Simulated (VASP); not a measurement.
Here is a VASP 6.6.1 calculation.

Contents of INCAR:

```
PREC = Accurate
ENCUT = 520
EDIFF = 1E-6
ISMEAR = 0
SIGMA = 0.05
LREAL = F
LASPH = T
NELM = 80
ALGO = Normal
ISIF = 2
LWAVE = F
LCHARG = F
GGA = PS
NBANDS = 16
```

Contents of KPOINTS:

```
Automatic mesh
0
Gamma
  9 9 6
```

File POSCAR:

```
MgO
1.0
    3.3034678116      0.0000000000      0.0000000000
   -1.6517339058      2.8608870454      0.0000000000
    0.0000000000      0.0000000000      5.0193879762
Mg O
2 2
Direct
    0.3333333333      0.6666666667      0.0390610606
    0.6666666667      0.3333333333      0.5390610606
    0.3333333333      0.6666666667      0.4009416620
    0.6666666667      0.3333333333      0.9009416620
```

Potentials or basis: VASP PAW PBE potentials, release 64 (Mg, O).

The run is started by

```sh
$ cat potpaw_PBE.64/Mg/POTCAR potpaw_PBE.64/O/POTCAR > POTCAR
$ mpirun -np 1 vasp_std > vasp.out
```

(1) Predict the largest force.

(2) What does it give for the pressure?

(3) Estimate the band gap on the k mesh.

## Answers

(1) 2.112 eV/Å.

(2) 3.6 GPa.

(3) 3.58 eV, direct.

Caveat: the PAW data sets were made with another functional, which shifts forces and pressure a little.
